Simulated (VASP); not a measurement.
# WC (P-6m2) in VASP: vibrations by perturbation theory with PBE

Aim: the vibrations by perturbation theory of WC with PBE.

All numbers are computed with VASP 6.6.1; they aren't measurements. Logs are shortened: lines on timing, memory, paths and dates and some standing lists are left out, and cuts for length are marked.

## (1) The cell of the first run

It takes space group P-6m2 (No. 187, hexagonal). Conventional cell: a = 2.907 Å, b = 2.907 Å, c = 2.837 Å, α = 90.00°, β = 90.00°, γ = 120.00°. Within 3.0 Å of W (site symmetry -6m2) lie 6 C at 2.20 Å and 8 W at 2.84 to 2.91 Å. Within 3.0 Å of C (site symmetry -6m2) lie 6 W at 2.20 Å and 8 C at 2.84 to 2.91 Å.

## (2) Vibrations by perturbation theory, PBE

INCAR reads:

```
SYSTEM = WC
PREC = Accurate ; ENCUT = 520
EDIFF = 1E-8 ; ISMEAR = 0
SIGMA = 0.15 ; LREAL = .False.
LASPH = .True. ; NELM = 100
ALGO = Normal ; ISIF = 2
LWAVE = .False. ; LCHARG = .False.
GGA = PE ; NBANDS = 16
IBRION = 8 ; NSW = 1
```

KPOINTS reads:

```
regular mesh
0
Gamma
  12 12 12
  0 0 0
```

POSCAR reads:

```
WC
1.0
    2.9065000000      0.0000000000      0.0000000000
   -1.4532500000      2.5171028400      0.0000000000
    0.0000000000      0.0000000000      2.8366000000
W C
1 1
Direct
    0.0000000000      0.0000000000      0.0000000000
    0.6666666667      0.3333333333      0.5000000000
```

Potentials or basis: VASP PAW PBE potentials, release 64 (W_sv, C).

Command:

```sh
cat potpaw_PBE.64/W_sv/POTCAR potpaw_PBE.64/C/POTCAR > POTCAR
mpirun -np 1 vasp_std > vasp.out
```

OUTCAR:

```text
SYSTEM = WC
   PREC = Accurate
   ENCUT = 520
   EDIFF = 1E-8
   ISMEAR = 0
   LREAL = .False.
   LASPH = .True.
   NELM = 100
   ISIF = 2
   GGA = PE
   IBRION = 8
   NSW = 1

 ion  position               nearest neighbor table
   1  0.000  0.000  0.000-   2 2.20   2 2.20   2 2.20   2 2.20   2 2.20   2 2.20
   2  0.667  0.333  0.500-   1 2.20   1 2.20   1 2.20   1 2.20   1 2.20   1 2.20

  LATTYP: Found a hexagonal cell.
 ALAT       =     2.9065000000
 C/A-ratio  =     0.9759504559

  Lattice vectors:

 A1 = (   2.9065000000,   0.0000000000,   0.0000000000)
 A2 = (  -1.4532500000,   2.5171028400,   0.0000000000)
 A3 = (   0.0000000000,   0.0000000000,   2.8366000000)

Analysis of symmetry for initial positions (statically):
=====================================================================
 Subroutine PRICEL returns:
 Original cell was already a primitive cell.

 Routine SETGRP: Setting up the symmetry group for a
 hexagonal supercell.

 Subroutine GETGRP returns: Found 12 space group operations
 (whereof 12 operations were pure point group operations)
 out of a pool of 24 trial point group operations.

The static configuration has the point symmetry D_3h.

Analysis of symmetry for dynamics (positions and initial velocities):
=====================================================================
 Subroutine PRICEL returns:
 Original cell was already a primitive cell.

 Routine SETGRP: Setting up the symmetry group for a
 hexagonal supercell.

 Subroutine GETGRP returns: Found 12 space group operations
 (whereof 12 operations were pure point group operations)
 out of a pool of 24 trial point group operations.

The dynamic configuration has the point symmetry D_3h.

 Subroutine INISYM returns: Found 12 space group operations
 (whereof 12 operations are pure point group operations),
 and found     1 'primitive' translations

----------------------------------------------------------------------------------------

                                     Primitive cell

  volume of cell :      20.7525

  direct lattice vectors                    reciprocal lattice vectors
     2.906500000  0.000000000  0.000000000     0.344056425  0.198641069  0.000000000
    -1.453250000  2.517102840  0.000000000     0.000000000  0.397282139  0.000000000
     0.000000000  0.000000000  2.836600000     0.000000000  0.000000000  0.352534725

  length of vectors
     2.906500000  2.906500003  2.836600000     0.397282139  0.397282139  0.352534725

  position of ions in fractional coordinates (direct lattice)
     0.000000000  0.000000000  0.000000000
     0.666666667  0.333333333  0.500000000

  ion indices of the primitive-cell ions
   primitive index   ion index
                 1           1
                 2           2

----------------------------------------------------------------------------------------

 KPOINTS: regular mesh

Automatic generation of k-mesh.
 Grid dimensions read from file:
 generate k-points for:   12   12   12

 Generating k-lattice:

  Cartesian coordinates                     Fractional coordinates (reciprocal lattice)
     0.028671369  0.016553422  0.000000000     0.083333333  0.000000000  0.000000000
     0.000000000  0.033106845  0.000000000     0.000000000  0.083333333  0.000000000
     0.000000000  0.000000000  0.029377894     0.000000000  0.000000000  0.083333333

  Length of vectors
     0.033106845  0.033106845  0.029377894

  Shift w.r.t. Gamma in fractional coordinates (k-lattice)
     0.000000000  0.000000000  0.000000000

[... 69 lines left out ...]
     AMIX     =   0.40;   BMIX     =  1.00
     AMIX_MAG =   1.60;   BMIX_MAG =  1.00
  volume/ion in A,a.u.               =      10.38        70.02
  Fermi-wavevector in a.u.,A,eV,Ry     =   1.561262  2.950358 33.164744  2.437540
  Thomas-Fermi vector in A             =   2.664353
   LORBIT       =      0    0 simple, 1 ext, 2 COOP (PROOUT), +10 PAW based schemes
   GGA     = PE    functional components
   LHFCALC =     F    Hartree Fock is set to
   AEXX    =    0.0000 exact exchange contribution
   IVDW    =     0    specifies the selected vdW correction
   LEPSILON=     F    determine dielectric tensor
   LRPA    =     F    only Hartree local field effects (RPA)
 non-spin polarized calculation
 Gauss-broadening in eV      SIGMA  =   0.15
  energy-cutoff  :      520.00
  volume of cell :       20.75
 maximum number of plane-waves:       580
 NGX is ok and might be reduce to    24
   NGX = 11   NGY = 11   NGZ = 11

--------------------------------------- Ionic step        1  -------------------------------------------

 number of electron      18.0000000 magnetization

 Free energy of the ion-electron system (eV)
  ---------------------------------------------------
  ext. energy  EPLUGINS =         0.00000000
  ---------------------------------------------------
  free energy    TOTEN  =       -22.44475272 eV

  energy without entropy =      -22.44250491  energy(sigma->0) =      -22.44362881

 E-fermi :  11.0701     XC(G=0): -13.8002

 val. band max:       11.0484735260   @ k =   0.0833   0.0000   0.3333
 cond. band min:      11.1438135128   @ k =   0.0000   0.0000   0.0833
 fundamental gap:      0.0953399868
 Fermi energy:        11.0700751348

 k-point     1 :       0.0000    0.0000    0.0000
  band No.  band energies     occupation
      1     -62.9269      2.00000
      2     -26.9062      2.00000
      3     -26.8061      2.00000
      4     -26.8061      2.00000
      5      -3.3721      2.00000
      6       6.7658      2.00000
[... 433 lines left out ...]
      3     -26.9446      2.00000
      4     -26.8717      2.00000
      5      -0.9724      2.00000
      6       4.8200      2.00000
[... 8 lines left out ...]
     15      25.5267      0.00000
     16      27.7904      0.00000

 [... further k-points ...]
[... 5 lines left out ...]
  --------------------------------------------------------------------------------------
  -------------------------------------------------------------------------------------
  Total        0.8798939      0.8798939      0.8702400      0.0000000      0.0000000      0.0000000
  in kB       67.9315477     67.9315479     67.1862279      0.0000000      0.0000000      0.0000000
  external PRESSURE =      67.6831078 kB  Pullay stress =       0.0000000 kB

 VOLUME and BASIS-vectors are now :
 -----------------------------------------------------------------------------
  energy-cutoff  :      520.00
  volume of cell :       20.75
      direct lattice vectors                 reciprocal lattice vectors
     2.906500000  0.000000000  0.000000000     0.344056425  0.198641069  0.000000000
    -1.453250000  2.517102840  0.000000000     0.000000000  0.397282139  0.000000000
     0.000000000  0.000000000  2.836600000     0.000000000  0.000000000  0.352534725

 POSITION                                       TOTAL-FORCE (eV/Angst)
 -----------------------------------------------------------------------------------
      0.00000      0.00000      0.00000        -0.000000     -0.000000      0.000000
      1.45325      0.83903      1.41830         0.000000      0.000000      0.000000
 -----------------------------------------------------------------------------------
    total drift:                                0.000000      0.000000      0.000000

  FREE ENERGIE OF THE ION-ELECTRON SYSTEM (eV)
  ---------------------------------------------------
  free  energy   TOTEN  =       -22.4447527206 eV

  energy  without entropy=      -22.4425049055  energy(sigma->0) =      -22.44362881

[... ionic steps 2 to 3 ...]

--------------------------------------- Ionic step        4  -------------------------------------------

------------------------ aborting loop because EDIFF is reached ----------------------------------------
[... 11 lines left out ...]
[... ionic steps 8 to 8 ...]

--------------------------------------- Ionic step        9  -------------------------------------------

 Free energy of the ion-electron system (eV)
  ---------------------------------------------------
  ---------------------------------------------------
  free energy    TOTEN  =        -0.12233508 eV

  energy without entropy =       -0.12233508

------------------------ aborting loop because EDIFF is reached ----------------------------------------

 INTERNAL STRAIN TENSOR  FOR ION    2  DIRECTION 3   (eV/Angst):
 -----------------------------------------------------------------------------
     0.01168  0.00000  0.00000
     0.00000  0.01168  0.00000
     0.00000  0.00000 -0.01692

 INTERNAL STRAIN TENSOR FOR ION    2 for displacements in x,y,z  (eV/Angst):
          X           Y           Z          XY          YZ          ZX
  --------------------------------------------------------------------------------
  x    -0.00000     0.00000     0.00000    -5.36836     0.00000     0.00000
  y    -5.36836     5.36836     0.00000     0.00000     0.00000     0.00000
  z     0.00000     0.00000     0.00000     0.00000     0.00000     0.00000

 SECOND DERIVATIVES (NOT SYMMETRIZED)
 ------------------------------------
               1X          1Y          1Z          2X          2Y          2Z
  1X   -16.031990    0.000000    0.000000   16.031990   -0.000000    0.000000
  1Y     0.000000  -16.031990    0.000000    0.000000   16.031990    0.000000
  1Z     0.000000   -0.000000  -14.377813   -0.000000    0.000000   14.377813
  2X    16.028776   -0.000000    0.000000  -16.028776    0.000000    0.000000
  2Y     0.000000   16.028776    0.000000   -0.000000  -16.028776    0.000000
  2Z     0.000000    0.000000   14.372123    0.000000    0.000000  -14.372123

 Eigenvectors and eigenvalues of the dynamical matrix
 ----------------------------------------------------

   1 f  =   18.640440 THz   117.121338 2PiTHz  621.778146 cm-1    77.090630 meV
             X         Y         Z           dx          dy          dz
      0.000000  0.000000  0.000000    -0.000000   -0.247660    0.000000
      1.453250  0.839034  1.418300     0.000000    0.968847    0.000000
[... 21 lines left out ...]
   6 f/i=    0.000838 THz     0.005267 2PiTHz    0.027962 cm-1     0.003467 meV
             X         Y         Z           dx          dy          dz
      0.000000  0.000000  0.000000     0.000000    0.000000    0.968841
      1.453250  0.839034  1.418300     0.000000    0.000000    0.247683

--------------------------------------------------------------------------------------------------------

 ELASTIC MODULI CONTR FROM IONIC RELAXATION (kBar)
 Direction    XX          YY          ZZ          XY          YZ          ZX
 --------------------------------------------------------------------------------
 XX        -111.1626    111.1626      0.0000      0.0000      0.0000      0.0000
 YY         111.1626   -111.1626      0.0000     -0.0000      0.0000     -0.0000
 ZZ           0.0000      0.0000      0.0000      0.0000      0.0000      0.0000
 XY           0.0000     -0.0000      0.0000   -111.1626      0.0000     -0.0000
 YZ           0.0000      0.0000      0.0000      0.0000      0.0000      0.0000
 ZX           0.0000     -0.0000      0.0000     -0.0000      0.0000     -0.0000
 --------------------------------------------------------------------------------
```

It took 5 min on 1 thread of Intel Xeon Platinum 8488C (Sapphire Rapids), shared host; peak memory 0.45 GiB.

What came out:

* Highest phonon frequency at Γ: 622 cm⁻¹

Phonon frequencies in cm⁻¹ (negative: imaginary):
```csv
q point,frequencies
"(0.000, 0.000, 0.000)",0 0 0 589 622 622
```

Caveat: the cell stands under pressure or tension, which shifts response properties; spin-orbit coupling is left out, which moves the levels of the heavy elements.
